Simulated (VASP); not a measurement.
# Na3Cl (P4/mmm) in VASP: vibrations by perturbation theory with PBEsol

Aim: the vibrations by perturbation theory of Na3Cl with PBEsol.

All numbers are computed with VASP 6.6.1; they aren't measurements. Logs are shortened: lines on timing, memory, paths and dates and some standing lists are left out, and cuts for length are marked.

## 1. The cell of the first run

Symmetry: P4/mmm, No. 123, tetragonal system. The conventional cell has a = 3.486 Å, b = 3.486 Å, c = 9.487 Å, α = 90.00°, β = 90.00°, γ = 90.00°. Na (site symmetry 4/mmm) has 16 Na at 3.49 to 4.93 Å and 2 Cl at 4.74 Å within 5.0 Å. Within 4.0 Å of Na (site symmetry 4mm) lie 4 Cl at 2.97 Å and 9 Na at 3.31 to 3.95 Å. Within 3.9 Å of Cl (site symmetry 4/mmm) lie 8 Na at 2.97 Å and 4 Cl at 3.49 Å.

## 2. Vibrations by perturbation theory, PBEsol

INCAR

```
PREC = Accurate ; ENCUT = 520
EDIFF = 1E-8 ; ISMEAR = -1
SIGMA = 0.15 ; LREAL = F
LASPH = T ; NELM = 60
ALGO = Normal ; ISIF = 2
LWAVE = F ; LCHARG = F
GGA = PS ; NBANDS = 22
IBRION = 8 ; NSW = 1
```

KPOINTS

```
Automatic mesh
0
Gamma
  10 10 4
```

POSCAR

```
Na3Cl
1.0
    3.4864200000      0.0000000000      0.0000000000
    0.0000000000      3.4864200000      0.0000000000
    0.0000000000      0.0000000000      9.4869700000
Na Cl
3 1
Direct
    0.0000000000      0.0000000000      0.5000000000
    0.5000000000      0.5000000000      0.8256700000
    0.5000000000      0.5000000000      0.1743300000
    0.0000000000      0.0000000000      0.0000000000
```

Potentials or basis: VASP PAW PBE potentials, release 64 (Na_pv, Cl).

On the command line:

```bash
cat potpaw_PBE.64/Na_pv/POTCAR potpaw_PBE.64/Cl/POTCAR > POTCAR
mpirun -np 1 vasp_std > vasp.out
```

OUTCAR:

```text
PREC = Accurate
   ENCUT = 520
   EDIFF = 1E-8
   ISMEAR = -1
   LREAL = F
   LASPH = T
   NELM = 60
   ISIF = 2
   GGA = PS
   IBRION = 8
   NSW = 1

 ion  position               nearest neighbor table
   1  0.000  0.000  0.500-
   2  0.500  0.500  0.826-
   3  0.500  0.500  0.174-
   4  0.000  0.000  0.000-

  LATTYP: Found a simple tetragonal cell.
 ALAT       =     3.4864200000
 C/A-ratio  =     2.7211208059

  Lattice vectors:

 A1 = (   3.4864200000,   0.0000000000,   0.0000000000)
 A2 = (   0.0000000000,   3.4864200000,   0.0000000000)
 A3 = (   0.0000000000,   0.0000000000,   9.4869700000)

Analysis of symmetry for initial positions (statically):
=====================================================================
 Subroutine PRICEL returns:
 Original cell was already a primitive cell.

 Routine SETGRP: Setting up the symmetry group for a
 simple tetragonal supercell.

 Subroutine GETGRP returns: Found 16 space group operations
 (whereof 16 operations were pure point group operations)
 out of a pool of 16 trial point group operations.

The static configuration has the point symmetry D_4h.

Analysis of symmetry for dynamics (positions and initial velocities):
=====================================================================
 Subroutine PRICEL returns:
 Original cell was already a primitive cell.

 Routine SETGRP: Setting up the symmetry group for a
 simple tetragonal supercell.

 Subroutine GETGRP returns: Found 16 space group operations
 (whereof 16 operations were pure point group operations)
 out of a pool of 16 trial point group operations.

The dynamic configuration has the point symmetry D_4h.

 Subroutine INISYM returns: Found 16 space group operations
 (whereof 16 operations are pure point group operations),
 and found     1 'primitive' translations

----------------------------------------------------------------------------------------

                                     Primitive cell

  volume of cell :     115.3153

  direct lattice vectors                    reciprocal lattice vectors
     3.486420000  0.000000000  0.000000000     0.286827175  0.000000000  0.000000000
     0.000000000  3.486420000  0.000000000     0.000000000  0.286827175  0.000000000
     0.000000000  0.000000000  9.486970000     0.000000000  0.000000000  0.105407733

  length of vectors
     3.486420000  3.486420000  9.486970000     0.286827175  0.286827175  0.105407733

  position of ions in fractional coordinates (direct lattice)
     0.000000000  0.000000000  0.500000000
     0.500000000  0.500000000  0.825670000
     0.500000000  0.500000000  0.174330000
     0.000000000  0.000000000  0.000000000

  ion indices of the primitive-cell ions
   primitive index   ion index
                 1           1
                 2           2
                 3           3
                 4           4

----------------------------------------------------------------------------------------

 KPOINTS: Automatic mesh
[... 114 lines left out ...]
  free energy    TOTEN  =        -9.35033106 eV

  energy without entropy =       -9.27073885  energy(sigma->0) =       -9.31053495

 E-fermi :   1.8103     XC(G=0):  -7.3164

 val. band max:        1.7163461918   @ k =   0.3000   0.0000   0.2500
 cond. band min:       1.8347440755   @ k =   0.3000   0.1000   0.2500
 fundamental gap:      0.1183978837
 Fermi energy:         1.8102531257

 k-point     1 :       0.0000    0.0000    0.0000
  band No.  band energies     occupation
      1     -23.5155      2.00000
      2     -23.4879      2.00000
      3     -23.4879      2.00000
      4     -23.4843      2.00000
      5     -23.4843      2.00000
      6     -23.4784      2.00000
[... 589 lines left out ...]
     21       8.3469      0.00000
     22      10.1507      0.00000

 [... further k-points ...]

------------------------ aborting loop because EDIFF is reached ----------------------------------------

  FORCE on cell =-STRESS in cart. coord.  units (eV):
  Direction    XX          YY          ZZ          XY          YZ          ZX
  --------------------------------------------------------------------------------------
  -------------------------------------------------------------------------------------
  Total        0.1135827      0.1135827      0.0584950      0.0000000     -0.0000000     -0.0000000
  in kB        1.5781052      1.5781052      0.8127230      0.0000000     -0.0000000     -0.0000000
  external PRESSURE =       1.3229778 kB  Pullay stress =       0.0000000 kB

 VOLUME and BASIS-vectors are now :
 -----------------------------------------------------------------------------
  energy-cutoff  :      520.00
  volume of cell :      115.32
      direct lattice vectors                 reciprocal lattice vectors
     3.486420000  0.000000000  0.000000000     0.286827175  0.000000000  0.000000000
     0.000000000  3.486420000  0.000000000     0.000000000  0.286827175  0.000000000
     0.000000000  0.000000000  9.486970000     0.000000000  0.000000000  0.105407733

 POSITION                                       TOTAL-FORCE (eV/Angst)
 -----------------------------------------------------------------------------------
      0.00000      0.00000      4.74348         0.000000      0.000000      0.000000
      1.74321      1.74321      7.83311         0.000000      0.000000     -0.065806
      1.74321      1.74321      1.65386         0.000000     -0.000000      0.065806
      0.00000      0.00000      0.00000         0.000000      0.000000      0.000000
 -----------------------------------------------------------------------------------
    total drift:                                0.000000      0.000000      0.000000

  FREE ENERGIE OF THE ION-ELECTRON SYSTEM (eV)
  ---------------------------------------------------
  free  energy   TOTEN  =        -9.3503310623 eV

  energy  without entropy=       -9.2707388460  energy(sigma->0) =       -9.31053495

[... ionic steps 2 to 12 ...]

--------------------------------------- Ionic step       13  -------------------------------------------

------------------------ aborting loop because EDIFF is reached ----------------------------------------

[... ionic steps 14 to 14 ...]

--------------------------------------- Ionic step       15  -------------------------------------------

 Free energy of the ion-electron system (eV)
  ---------------------------------------------------
  ---------------------------------------------------
  free energy    TOTEN  =        -0.22767030 eV

  energy without entropy =       -0.22767030

------------------------ aborting loop because EDIFF is reached ----------------------------------------

 INTERNAL STRAIN TENSOR  FOR ION    4  DIRECTION 3   (eV/Angst):
 -----------------------------------------------------------------------------
    -0.00032  0.00000 -0.00000
     0.00000 -0.00032  0.00000
    -0.00000  0.00000 -0.00036

 INTERNAL STRAIN TENSOR FOR ION    4 for displacements in x,y,z  (eV/Angst):
          X           Y           Z          XY          YZ          ZX
  --------------------------------------------------------------------------------
  x     0.00000     0.00000     0.00000     0.00000     0.00000     0.00000
  y     0.00000     0.00000     0.00000     0.00000     0.00000     0.00000
  z     0.00000     0.00000     0.00000     0.00000     0.00000     0.00000

 SECOND DERIVATIVES (NOT SYMMETRIZED)
 ------------------------------------
               1X          1Y          1Z          2X          2Y          2Z          3X          3Y          3Z          4X          4Y          4Z
  1X    -0.153466   -0.000000    0.000000    0.078071   -0.000000    0.000000    0.078071    0.000000    0.000000   -0.002676   -0.000000    0.000000
  1Y     0.000000   -0.153466    0.000000    0.000000    0.078071    0.000000    0.000000    0.078071    0.000000    0.000000   -0.002676    0.000000
  1Z     0.000000    0.000000   -0.712998    0.000000   -0.000000    0.223649    0.000000   -0.000000    0.223649   -0.000000    0.000000    0.265700
  2X     0.076685    0.000000    0.000000   -0.320683    0.000000    0.000000   -0.042752    0.000000    0.000000    0.286750    0.000000    0.000000
  2Y     0.000000    0.076685    0.000000    0.000000   -0.320683    0.000000    0.000000   -0.042752    0.000000    0.000000    0.286750    0.000000
  2Z     0.000000   -0.000000    0.217888    0.000000    0.000000   -1.645473    0.000000    0.000000    1.181009    0.000000    0.000000    0.246575
  3X     0.076685    0.000000    0.000000   -0.042752    0.000000    0.000000   -0.320683    0.000000    0.000000    0.286750    0.000000    0.000000
  3Y     0.000000    0.076685    0.000000    0.000000   -0.042752    0.000000    0.000000   -0.320683    0.000000    0.000000    0.286750    0.000000
  3Z     0.000000   -0.000000    0.217888    0.000000    0.000000    1.181009    0.000000    0.000000   -1.645473    0.000000    0.000000    0.246575
  4X     0.006253    0.000000    0.000000    0.299124    0.000000    0.000000    0.299124    0.000000    0.000000   -0.604500    0.000000    0.000000
  4Y    -0.000000    0.006253    0.000000   -0.000000    0.299124    0.000000   -0.000000    0.299124    0.000000   -0.000000   -0.604500    0.000000
  4Z    -0.000000    0.000000    0.251133   -0.000000    0.000000    0.244339   -0.000000    0.000000    0.244339    0.000000   -0.000000   -0.739811

 Eigenvectors and eigenvalues of the dynamical matrix
 ----------------------------------------------------

   1 f  =    5.481562 THz    34.441671 2PiTHz  182.845235 cm-1    22.669910 meV
             X         Y         Z           dx          dy          dz
      0.000000  0.000000  4.743485     0.000000    0.000000    0.000000
      1.743210  1.743210  7.833107    -0.000000   -0.000000    0.707107
      1.743210  1.743210  1.653863    -0.000000    0.000000   -0.707107
      0.000000  0.000000  0.000000     0.000000    0.000000   -0.000000
[... 71 lines left out ...]
  12 f/i=    0.035359 THz     0.222166 2PiTHz    1.179441 cm-1     0.146232 meV
             X         Y         Z           dx          dy          dz
      0.000000  0.000000  4.743485    -0.296533   -0.378223   -0.000000
      1.743210  1.743210  7.833107    -0.291017   -0.371188   -0.000000
      1.743210  1.743210  1.653863    -0.291017   -0.371188   -0.000000
      0.000000  0.000000  0.000000    -0.351238   -0.447999   -0.000000

--------------------------------------------------------------------------------------------------------

 ELASTIC MODULI CONTR FROM IONIC RELAXATION (kBar)
 Direction    XX          YY          ZZ          XY          YZ          ZX
 --------------------------------------------------------------------------------
 XX          -3.0358     -3.0358    -14.3614      0.0000     -0.0000      0.0000
 YY          -3.0358     -3.0358    -14.3614      0.0000     -0.0000      0.0000
 ZZ         -14.3614    -14.3614    -67.9393      0.0000     -0.0000      0.0000
 XY           0.0000      0.0000      0.0000      0.0000      0.0000      0.0000
 YZ          -0.0000     -0.0000     -0.0000      0.0000     -2.7475     -0.0000
 ZX           0.0000      0.0000      0.0000      0.0000     -0.0000     -3.4683
 --------------------------------------------------------------------------------
```

Wall time 42 min (1 thread of Oxide Virtual Turin-like, shared host); peak memory 0.73 GiB.

Results:

| Item | Value |
| --- | --- |
| Highest phonon frequency at Γ, LO-TO splitting left out | 183 cm⁻¹ |

Phonon frequencies in cm⁻¹ (negative: imaginary):
| q point | frequencies |
| --- | --- |
| (0.000, 0.000, 0.000) | -1 -1 -1 47 47 57 57 92 92 93 105 183 |

Caveat: the PAW data sets were made with another functional, which shifts forces and pressure a little.
